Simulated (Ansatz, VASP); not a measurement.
**BN: VASP beside Ansatz**

File POSCAR:

```
BN
1.0
    0.0000000000      1.8130010000      1.8130010000
    1.8130010000      0.0000000000      1.8130010000
    1.8130010000      1.8130010000      0.0000000000
B N
1 1
Direct
    0.0000000000      0.0000000000      0.0000000000
    0.7500000000      0.7500000000      0.7500000000
```

The input INCAR.step1:

```
SYSTEM = BN
PREC     = Accurate       ! precision mode
ENCUT    = 600            ! plane-wave cutoff, eV
ISMEAR   = 0              ! smearing method
SIGMA    = 0.02           ! smearing width, eV
LREAL    = .FALSE.        ! projectors in reciprocal space
LASPH    = .TRUE.         ! aspherical terms in the spheres
NELM     = 100            ! most SCF steps
GGA      = PE             ! functional
ALGO     = Normal         ! electronic algorithm
EDIFF    = 1E-4           ! SCF threshold, eV
LWAVE    = .TRUE.         ! write WAVECAR
LCHARG   = .FALSE.        ! write CHGCAR
```

Contents of INCAR.step2:

```
SYSTEM = BN
PREC     = Accurate       ! precision mode
ENCUT    = 600            ! plane-wave cutoff, eV
EDIFF    = 1E-6           ! SCF threshold, eV
ISMEAR   = 0              ! smearing method
SIGMA    = 0.02           ! smearing width, eV
LREAL    = .FALSE.        ! projectors in reciprocal space
LASPH    = .TRUE.         ! aspherical terms in the spheres
NELM     = 100            ! most SCF steps
ALGO     = Normal         ! electronic algorithm
ISIF     = 3              ! what is computed and relaxed
LWAVE    = .FALSE.        ! write WAVECAR
LCHARG   = .FALSE.        ! write CHGCAR
METAGGA  = R2SCAN         ! meta-GGA
LMIXTAU  = .TRUE.       
IBRION   = 2              ! ionic algorithm
NSW      = 100            ! ionic steps
EDIFFG   = -0.005         ! ionic threshold
ISTART   = 1
```

KPOINTS

```
Automatic mesh
0
G
  12 12 12
  0 0 0
```

Input for Ansatz:

```yaml
crystal:
  lattice:
    - [0.0, 1.813001, 1.813001]
    - [1.813001, 0.0, 1.813001]
    - [1.813001, 1.813001, 0.0]
  atoms:
    - { symbol: B, position: [0.0, 0.0, 0.0] }
    - { symbol: "N", position: [0.75, 0.75, 0.75] }
basis:
  ecutwfc: 500
kpoints:
  mp_grid: { grid: [12, 12, 12] }
hamiltonian:
  xc: r2scan
scf:
  occupations: { method: gaussian, width: 0.02 }
output:
  forces: true
  stress: true
  eigenvalues: true
relax:
  adjacent_minimum: "off"
  f_tol: 0.005
  max_steps: 80
  cell: { stress_tol: 0.05 }
```

Alike in both runs: task relaxation of cell and atoms; functional r2SCAN; k mesh 12 × 12 × 12; occupations gaussian, width 0.02 eV; no spin polarisation.

|  | VASP | Ansatz |
| --- | --- | --- |
| version | VASP 6.6.1 | Ansatz 0.2.0 |
| potentials or method | VASP PAW PBE potentials, release 64 (B, N), cutoff 600 eV | scalar-relativistic, plane waves, PAW |
| valence electrons in the cell | 8 | 8 |

|  | VASP | Ansatz | Ansatz less VASP |
| --- | --- | --- | --- |
| gap on the k mesh at the Fermi level, each at its own relaxed structure (eV) | 4.98 | 5.00 | +0.025 |
| relaxed volume (Å³/atom) | 5.90 | 5.88 | -0.018 |
| relaxed cell length with the largest relative difference (Å) | 2.555 | 2.552 | -0.0026 |

VASP's potentials were made for PBE, not for r2SCAN.
